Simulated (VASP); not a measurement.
# AlOs (Pm-3m) in VASP: single point with LDA

Aim: the single point of AlOs with LDA.

Everything below comes from runs of VASP 6.6.1. Logs are shortened: lines on timing, memory, paths and dates and some standing lists are left out, and cuts for length are marked.

### 1 The cell of the first run

It takes space group Pm-3m (No. 221, cubic). Conventional cell: a = 2.998 Å, b = 2.998 Å, c = 2.998 Å, α = 90.00°, β = 90.00°, γ = 90.00°. Within 3.4 Å of Al (site symmetry m-3m) lie 8 Os at 2.60 Å and 6 Al at 3.00 Å. Within 3.4 Å of Os (site symmetry m-3m) lie 8 Al at 2.60 Å and 6 Os at 3.00 Å.

### 2 Single point, LDA

INCAR

```
SYSTEM = AlOs
  PREC = Accurate
  ENCUT = 520
  EDIFF = 1E-6
  ISMEAR = -1
  SIGMA = 0.05
  LREAL = .FALSE.
  LASPH = .TRUE.
  NELM = 60
  ALGO = Normal
  ISIF = 2
  LWAVE = .FALSE.
  LCHARG = .FALSE.
  GGA = CA
  NBANDS = 12
```

KPOINTS

```
Automatic mesh
0
G
  10 10 10
  0 0 0
```

POSCAR

```
AlOs
1.0
    2.9979119800      0.0000000000      0.0000000000
    0.0000000000      2.9979119800      0.0000000000
    0.0000000000      0.0000000000      2.9979119800
Al Os
1 1
Direct
    0.0000000000      0.0000000000      0.0000000000
    0.5000000000      0.5000000000      0.5000000000
```

Potentials or basis: VASP PAW LDA potentials, release 64 (Al, Os).

Command:

```bash
> cat potpaw_LDA.64/Al/POTCAR potpaw_LDA.64/Os/POTCAR > POTCAR
> mpirun -np 1 vasp_std > vasp.out
```

OUTCAR:

```text
SYSTEM = AlOs
   PREC = Accurate
   ENCUT = 520
   EDIFF = 1E-6
   ISMEAR = -1
   LREAL = .FALSE.
   LASPH = .TRUE.
   NELM = 60
   ISIF = 2
   GGA = CA

 ion  position               nearest neighbor table
   1  0.000  0.000  0.000-   2 2.60   2 2.60   2 2.60   2 2.60   2 2.60   2 2.60   2 2.60   2 2.60

   2  0.500  0.500  0.500-   1 2.60   1 2.60   1 2.60   1 2.60   1 2.60   1 2.60   1 2.60   1 2.60

  LATTYP: Found a simple cubic cell.
 ALAT       =     2.9979119800

  Lattice vectors:

 A1 = (   2.9979119800,   0.0000000000,   0.0000000000)
 A2 = (   0.0000000000,   2.9979119800,   0.0000000000)
 A3 = (   0.0000000000,   0.0000000000,   2.9979119800)

Analysis of symmetry for initial positions (statically):
=====================================================================
 Subroutine PRICEL returns:
 Original cell was already a primitive cell.

 Routine SETGRP: Setting up the symmetry group for a
 simple cubic supercell.

 Subroutine GETGRP returns: Found 48 space group operations
 (whereof 48 operations were pure point group operations)
 out of a pool of 48 trial point group operations.

The static configuration has the point symmetry O_h .

Analysis of symmetry for dynamics (positions and initial velocities):
=====================================================================
 Subroutine PRICEL returns:
 Original cell was already a primitive cell.

 Routine SETGRP: Setting up the symmetry group for a
 simple cubic supercell.

 Subroutine GETGRP returns: Found 48 space group operations
 (whereof 48 operations were pure point group operations)
 out of a pool of 48 trial point group operations.

The dynamic configuration has the point symmetry O_h .

 Subroutine INISYM returns: Found 48 space group operations
 (whereof 48 operations are pure point group operations),
 and found     1 'primitive' translations

----------------------------------------------------------------------------------------

                                     Primitive cell

  volume of cell :      26.9437

  direct lattice vectors                    reciprocal lattice vectors
     2.997911980  0.000000000  0.000000000     0.333565497  0.000000000  0.000000000
     0.000000000  2.997911980  0.000000000     0.000000000  0.333565497  0.000000000
     0.000000000  0.000000000  2.997911980     0.000000000  0.000000000  0.333565497

  length of vectors
     2.997911980  2.997911980  2.997911980     0.333565497  0.333565497  0.333565497

  position of ions in fractional coordinates (direct lattice)
     0.000000000  0.000000000  0.000000000
     0.500000000  0.500000000  0.500000000

  ion indices of the primitive-cell ions
   primitive index   ion index
                 1           1
                 2           2

----------------------------------------------------------------------------------------

 KPOINTS: Automatic mesh

Automatic generation of k-mesh.
 Grid dimensions read from file:
 generate k-points for:   10   10   10

 Generating k-lattice:

  Cartesian coordinates                     Fractional coordinates (reciprocal lattice)
     0.033356550  0.000000000  0.000000000     0.100000000  0.000000000  0.000000000
     0.000000000  0.033356550  0.000000000     0.000000000  0.100000000  0.000000000
     0.000000000  0.000000000  0.033356550     0.000000000  0.000000000  0.100000000

  Length of vectors
     0.033356550  0.033356550  0.033356550

  Shift w.r.t. Gamma in fractional coordinates (k-lattice)
     0.000000000  0.000000000  0.000000000

 Subroutine IBZKPT returns following result:
 ===========================================

 Found     56 irreducible k-points:

 Following reciprocal coordinates:
            Coordinates               Weight
  0.000000  0.000000  0.000000      1.000000
  0.100000  0.000000  0.000000      6.000000
  0.200000  0.000000  0.000000      6.000000
  0.300000  0.000000  0.000000      6.000000
  0.400000  0.000000  0.000000      6.000000
  0.500000  0.000000  0.000000      3.000000
[... 16 lines left out ...]
  0.200000  0.100000  0.100000     24.000000
  0.300000  0.100000  0.100000     24.000000
 [... further k-points ...]
   k-points           NKPTS =     56   k-points in BZ     NKDIM =     56   number of bands    NBANDS=     12
   number of dos      NEDOS =    301   number of ions     NIONS =      2
   total plane-waves  NPLWV =  13824
   dimension x,y,z NGX =    24 NGY =   24 NGZ =   24
   dimension x,y,z NGXF=    48 NGYF=   48 NGZF=   48
   ions per type =               1   1
   NGX,Y,Z   is equivalent  to a cutoff of  13.31, 13.31, 13.31 a.u.
   NGXF,Y,Z  is equivalent  to a cutoff of  26.62, 26.62, 26.62 a.u.
 SYSTEM =  AlOs
   PREC   = accura    normal or accurate (medium, high low for compatibility)
   ISTART =      0    job   : 0-new  1-cont  2-samecut
   ICHARG =      2    charge: 1-file 2-atom 10-const
   ISPIN  =      1    spin polarized calculation?
   LNONCOLLINEAR =      F non collinear calculations
   LSORBIT =      F    spin-orbit coupling
   LASPH  =      T    aspherical Exc in radial PAW
   ENCUT  =  520.0 eV  38.22 Ry    6.18 a.u.   5.57  5.57  5.57*2*pi/ulx,y,z
   NELM   =     60;   NELMIN=  2; NELMDL= -5     # of ELM steps
   EDIFF  = 0.1E-05   stopping-criterion for ELM
   LREAL  =      F    real-space projection
   EDIFFG = 0.1E-04   stopping-criterion for IOM
   NSW    =      0    number of steps for IOM
   IBRION =     -1    ionic relax: 0-MD 1-quasi-New 2-CG
   NFREE  =      0    steps in history (QN), initial steepest desc. (CG)
   ISIF   =      2    stress and relaxation
   ISYM   =      2    0-nonsym 1-usesym 2-fastsym
   POTIM  = 0.5000    time-step for ionic-motion
   TEBEG  =    0.0;   TEEND  =   0.0 temperature during run
   PSTRESS=    0.0 pullay stress
   NELECT =      11.0000    total number of electrons
   NUPDOWN=      -1.0000    fix difference up-down
   EMIN   =  10.00;   EMAX   =-10.00  energy-range for DOS
   EFERMI =   0.00;   METHOD = LEGACY
   ISMEAR =    -1;   SIGMA  =   0.05  broadening in eV -4-tet -1-fermi 0-gaus
   EFERMI_NEDOS =   21; number of points for ismear=-14 and -15
   IALGO  =     38    algorithm
   IMIX   =      4    mixing-type and parameters
     AMIX     =   0.40;   BMIX     =  1.00
     AMIX_MAG =   1.60;   BMIX_MAG =  1.00
  volume/ion in A,a.u.               =      13.47        90.91
  Fermi-wavevector in a.u.,A,eV,Ry     =   1.214470  2.295016 20.067747  1.474938
  Thomas-Fermi vector in A             =   2.349889
   LORBIT       =      0    0 simple, 1 ext, 2 COOP (PROOUT), +10 PAW based schemes
   GGA     = CA    functional components
   LHFCALC =     F    Hartree Fock is set to
   AEXX    =    0.0000 exact exchange contribution
   IVDW    =     0    specifies the selected vdW correction
   LEPSILON=     F    determine dielectric tensor
   LRPA    =     F    only Hartree local field effects (RPA)
 non-spin polarized calculation
  energy-cutoff  :      520.00
  volume of cell :       26.94
 maximum number of plane-waves:       740
 NGX is ok and might be reduce to    24
   NGX = 11   NGY = 11   NGZ = 11

 number of electron      11.0000001 magnetization

 Free energy of the ion-electron system (eV)
  ---------------------------------------------------
  ext. energy  EPLUGINS =         0.00000000
  ---------------------------------------------------
  free energy    TOTEN  =       -17.65401478 eV

  energy without entropy =      -17.64297648  energy(sigma->0) =      -17.64849563

 E-fermi :   8.8925     XC(G=0): -12.7801

 val. band max:        8.8894958374   @ k =   0.1000   0.1000   0.0000
 cond. band min:       8.8973293019   @ k =   0.5000   0.4000   0.2000
 fundamental gap:      0.0078334645
 Fermi energy:         8.8924590329

 k-point     1 :       0.0000    0.0000    0.0000
  band No.  band energies     occupation
      1      -2.0098      2.00000
      2       4.6780      2.00000
      3       4.6780      2.00000
      4       9.2599      0.00129
      5       9.2599      0.00129
      6       9.2599      0.00129
      7      14.4653      0.00000
      8      14.4653      0.00000
      9      14.4653      0.00000
     10      20.4415      0.00000
     11      20.4415      0.00000
     12      21.9592      0.00000

 k-point     2 :       0.1000    0.0000    0.0000
  band No.  band energies     occupation
      1      -1.8052      2.00000
      2       4.7513      2.00000
      3       4.7557      2.00000
      4       8.9430      0.53375
      5       8.9430      0.53372
      6       9.2909      0.00069
      7      13.6370      0.00000
      8      14.9185      0.00000
      9      14.9185      0.00000
     10      19.8437      0.00000
     11      20.8740      0.00000
     12      22.7989      0.00000

 k-point     3 :       0.2000    0.0000    0.0000
  band No.  band energies     occupation
      1      -1.2122      2.00000
      2       4.8586      2.00000
      3       4.9527      2.00000
      4       8.2712      1.99999
      5       8.2712      1.99999
      6       9.3734      0.00013
      7      12.2277      0.00000
      8      15.9981      0.00000
      9      15.9981      0.00000
     10      18.5601      0.00000
     11      21.2470      0.00000
     12      25.1935      0.00000
[... 286 lines left out ...]
 k-point    23 :       0.2000    0.1000    0.1000
  band No.  band energies     occupation
      1      -0.8215      2.00000
      2       5.0500      2.00000
      3       5.1100      2.00000
      4       7.8605      2.00000
      5       8.0098      2.00000
      6       8.7912      1.76698
      7      12.9938      0.00000
      8      15.3743      0.00000
      9      15.4832      0.00000
     10      19.5611      0.00000
     11      21.8886      0.00000
     12      24.7592      0.00000

 k-point    24 :       0.3000    0.1000    0.1000
  band No.  band energies     occupation
      1       0.0767      2.00000
      2       4.7433      2.00000
      3       5.3849      2.00000
      4       7.2937      2.00000
      5       7.5156      2.00000
      6       8.9143      0.78468
      7      11.8824      0.00000
      8      16.4043      0.00000
      9      16.4776      0.00000
     10      18.6817      0.00000
     11      22.3811      0.00000
     12      23.3460      0.00000

 [... further k-points ...]
[... 5 lines left out ...]
  --------------------------------------------------------------------------------------
  -------------------------------------------------------------------------------------
  Total       -0.9254421     -0.9254421     -0.9254421      0.0000000      0.0000000     -0.0000000
  in kB      -55.0304692    -55.0304692    -55.0304692      0.0000000      0.0000000     -0.0000000
  external PRESSURE =     -55.0304692 kB  Pullay stress =       0.0000000 kB

 VOLUME and BASIS-vectors are now :
 -----------------------------------------------------------------------------
  energy-cutoff  :      520.00
  volume of cell :       26.94
      direct lattice vectors                 reciprocal lattice vectors
     2.997911980  0.000000000  0.000000000     0.333565497  0.000000000  0.000000000
     0.000000000  2.997911980  0.000000000     0.000000000  0.333565497  0.000000000
     0.000000000  0.000000000  2.997911980     0.000000000  0.000000000  0.333565497

 POSITION                                       TOTAL-FORCE (eV/Angst)
 -----------------------------------------------------------------------------------
      0.00000      0.00000      0.00000         0.000000      0.000000      0.000000
      1.49896      1.49896      1.49896         0.000000      0.000000      0.000000
 -----------------------------------------------------------------------------------
    total drift:                                0.000000     -0.000000     -0.000000

  FREE ENERGIE OF THE ION-ELECTRON SYSTEM (eV)
  ---------------------------------------------------
  free  energy   TOTEN  =       -17.6540147787 eV

  energy  without entropy=      -17.6429764751  energy(sigma->0) =      -17.64849563
```

Run time: 4 s. Hardware: 1 thread of Intel Xeon 6975P-C (Granite Rapids), shared host; peak memory 0.14 GiB.

What came out:

| Property | Result |
| --- | --- |
| Free energy | -17.6540 eV |
| Pressure | -5.5 GPa |

Levels at points of the mesh, in eV from the Fermi level:
```tsv
k point	band 2	band 3	band 4	band 5	band 6	band 7	band 8	band 9	band 10	band 11
(0.00, 0.00, 0.00)	-4.21	-4.21	0.37	0.37	0.37	5.57	5.57	5.57	11.55	11.55
(0.50, 0.00, 0.00)	-5.91	-3.33	-1.87	-1.87	0.71	2.52	7.11	10.53	10.53	12.75
(0.50, 0.50, 0.00)	-4.11	-1.83	-1.83	-1.34	-1.34	2.09	4.39	7.20	10.11	14.01
(0.50, 0.50, 0.50)	-5.25	-5.25	2.12	2.22	2.22	3.55	3.55	3.55	8.60	9.77
```

Caveat: spin-orbit coupling is left out, which moves the levels of the heavy elements.
